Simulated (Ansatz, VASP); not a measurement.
**Fe in VASP and in Ansatz**

Contents of INCAR:

```
SYSTEM = Fe
  ALGO = Normal
  EDIFF = 1E-6
  ENCUT = 520
  GGA = PE
  ISIF = 2
  ISMEAR = -1
  LASPH = .TRUE.
  LCHARG = .FALSE.
  LREAL = .FALSE.
  LWAVE = .FALSE.
  NBANDS = 19
  NELM = 100
  PREC = Accurate
  SIGMA = 0.1
```

File KPOINTS:

```
k-points
0
G
  12 12 17
  0 0 0
```

Contents of POSCAR:

```
Fe
1.0
    4.0074599286      0.0000000000      0.0000000000
   -2.0037299643      3.4705621028      0.0000000000
    0.0000000000      0.0000000000      2.5184794632
Fe
3
Direct
    1.0000000000      0.0000000000      0.0000000000
    0.3333333333      0.6666666667      0.5000000000
    0.6666666667      0.3333333333      0.5000000000
```

Input for Ansatz:

```yaml
crystal:
  lattice:
    - [4.0074599286, 0.0, 0.0]
    - [-2.0037299643, 3.4705621028, 0.0]
    - [0.0, 0.0, 2.5184794632]
  atoms:
    - { symbol: Fe, position: [1.0, 0.0, 0.0] }
    - { symbol: Fe, position: [0.3333333333, 0.6666666667, 0.5] }
    - { symbol: Fe, position: [0.6666666667, 0.3333333333, 0.5] }
hamiltonian:
  xc: pbe
  pseudopotentials:
    kind: paw
    azcp:
      Fe: "pseudopotentials/Fe.paw.azcp"
basis:
  ecutwfc: 420
  fft_grid_basis: typed
kpoints:
  mp_grid: { grid: [12, 12, 17], shift: [0, 0, 0] }
magnetization:
  spin_polarized: false
scf:
  occupations: { method: fermi_dirac, width: 0.1 }
output:
  stress: true
```

Alike in both runs: task single point; functional PBE; k mesh 12 × 12 × 17; occupations fermi-dirac, width 0.1 eV; no spin polarisation.

|  | VASP | Ansatz |
| --- | --- | --- |
| version | VASP 6.6.1 | Ansatz 0.2.0 |
| potentials or method | VASP PAW PBE potentials, release 64 (Fe), cutoff 520 eV | plane waves (420 eV) with PAW, scalar-relativistic |
| valence electrons in the cell | 24 | 48 |

VASP gave:

```
pressure (GPa)                                                : -23.9
traceless stress, the component that is largest in VASP (GPa) : 1.41
```

Problem. Which values does Ansatz return?

Solution. Pressure (GPa): -23.9; traceless stress, the component that is largest in VASP (GPa): 1.39.

With one functional, cell and mesh, what is left measures potentials, basis and numerics. VASP's potentials hold 24 valence electrons a cell and Ansatz's 48, so a difference there can come from the potentials and not from the codes.
